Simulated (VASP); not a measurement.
Crystal: Si.

```
CELL_PARAMETERS angstrom
2.44400 0.00000 0.00000
-1.22200 2.11657 0.00000
0.00000 0.00000 4.15200
ATOMIC_POSITIONS crystal
Si 0.33333 0.66667 0.25000
Si 0.66667 0.33333 0.75000
```

This isn't the form of Si at room conditions, which is diamond.

| Item | Value |
| --- | --- |
| Program | VASP 6.6.1 |
| Task | relaxation of cell and atoms |
| Functional | PBEsol |
| Potentials or basis | VASP PAW PBE potentials, release 64 (Si) |
| Cutoff | 500 eV |
| k mesh | 9 × 9 × 6 |
| Occupations | gaussian, width 0.1 eV |
| Spin | no spin polarisation |

At the start: pressure 46.1 GPa; volume 10.74 Å³/atom.

**Question.** Where does the relaxation end?

**Answer.** Over 6 steps the energy falls by 365.5 meV/atom and the volume is 14.01 Å³/atom (+30.5 %); space group P6_3/mmc (No. 194, to 0.1 Å) before and after.

Step by step:
| step | energy change (eV) | largest force (eV/Å) | pressure (GPa) | volume (Å³) |
| --- | --- | --- | --- | --- |
| 1 | 0.0000 | 0.0000 | 46.11 | 21.48 |
| 2 | -0.5447 | 0.0000 | -11.06 | 32.58 |
| 3 | -0.7296 | 0.0000 | 0.58 | 27.83 |
| 4 | -0.7298 | 0.0000 | 0.00 | 27.99 |
| 5 | -0.7308 | 0.0000 | -0.19 | 28.04 |
| 6 | -0.7310 | 0.0000 | -0.13 | 28.02 |

Final structure:
```yaml
crystal:
  lattice:
    - [2.67485, 0.00000, 0.00000]
    - [-1.33742, 2.31648, 0.00000]
    - [0.00000, 0.00000, 4.52278]
  atoms:
    - { symbol: Si, position: [0.33333, 0.66667, 0.25000] }
    - { symbol: Si, position: [0.66667, 0.33333, 0.75000] }
```

Caveat: the volume moved by over 15 % at a fixed basis, so the end points are rough; the PAW data sets were made with another functional, which shifts forces and pressure a little.
